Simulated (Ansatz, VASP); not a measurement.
One calculation of CdSe, two programs

```
Cd Se
1.0
     0.00000    3.07027    3.07027
     3.07027    0.00000    3.07027
     3.07027    3.07027    0.00000
Cd Se
1 1
Direct
  0.00000 0.00000 0.00000
  0.25000 0.25000 0.25000
```

Alike in both runs: task single point; functional PBE; k mesh 6 × 6 × 6; occupations gaussian, width 0.1 eV; no spin polarisation.

|  | VASP | Ansatz |
| --- | --- | --- |
| version | VASP 6.6.1 | Ansatz 0.2.0 |
| potentials or method | VASP PAW PBE potentials, release 64 (Cd, Se), cutoff 520 eV | scalar-relativistic, plane waves, PAW |
| valence electrons in the cell | 18 | 36 |

```csv
,VASP,Ansatz,Ansatz less VASP
gap on the k mesh at the Fermi level (eV),0.55,0.55,+0.001
least direct gap on the mesh (eV),0.55,0.55,+0.001
pressure (GPa),1.6,1.3,-0.28
```

VASP's potentials hold 18 valence electrons a cell and Ansatz's 36, so a difference there can come from the potentials and not from the codes.
